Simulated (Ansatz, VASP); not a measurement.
## Two plane-wave programs on GaCo

Contents of INCAR:

```
SYSTEM = GaCo
ALGO = Normal ; EDIFF = 1E-6
ENCUT = 520 ; GGA = PE
ISIF = 2 ; ISMEAR = -1
ISPIN = 2 ; LASPH = .TRUE.
LCHARG = .TRUE. ; LELF = .TRUE.
LMAXMIX = 4 ; LORBIT = 11
LREAL = .FALSE. ; LVHAR = .TRUE.
LWAVE = .FALSE. ; MAGMOM = 0 1.8
NBANDS = 22 ; NELM = 150
PREC = Accurate ; SIGMA = 0.05
```

The input KPOINTS:

```
k-points
0
G
  8 8 8
  0 0 0
```

POSCAR

```
GaCo
1.0
    2.9344457029      0.0000000000      0.0000000000
    0.0000000000      2.9344457029      0.0000000000
    0.0000000000      0.0000000000      2.9344457029
Ga Co
1 1
Direct
    0.5000000000      0.5000000000      0.5000000000
    0.0000000000      0.0000000000      0.0000000000
```

Input for Ansatz:

```yaml
crystal:
  lattice:
    - [2.934445702931139, 0.0, 0.0]
    - [0.0, 2.934445702931139, 0.0]
    - [0.0, 0.0, 2.934445702931139]
  atoms:
    - { symbol: Ga, position: [0.5, 0.5, 0.5] }
    - { symbol: Co, position: [0.0, 0.0, 0.0], spin: 1.8 }
basis:
  ecutwfc: 500.0
kpoints:
  mp_grid:
    grid: [8, 8, 8]
hamiltonian:
  xc: pbe
magnetization:
  spin_polarized: true
scf:
  occupations:
    method: fermi_dirac
    width: 0.05
```

Alike in both runs: task single point; functional PBE; k mesh 8 × 8 × 8; occupations fermi-dirac, width 0.05 eV; collinear spin.

|  | VASP | Ansatz |
| --- | --- | --- |
| version | VASP 6.6.1 | Ansatz 0.2.0 |
| potentials or method | VASP PAW PBE potentials, release 64 (Ga_d, Co), cutoff 520 eV | plane waves, PAW |
| valence electrons in the cell | 22 | 30 |

VASP gave:

```
net moment per atom (μB)                                      : 0.12
size of the moment on the site where the two differ most (μB) : 0.28
```

Problem. Estimate Ansatz's values.

Solution. net moment per atom (μB): 0.12; size of the moment on the site where the two differ most (μB): 0.29.

Site moments also hang on the region over which each program counts them. VASP's potentials hold 22 valence electrons a cell and Ansatz's 30, so a difference there can come from the potentials and not from the codes.
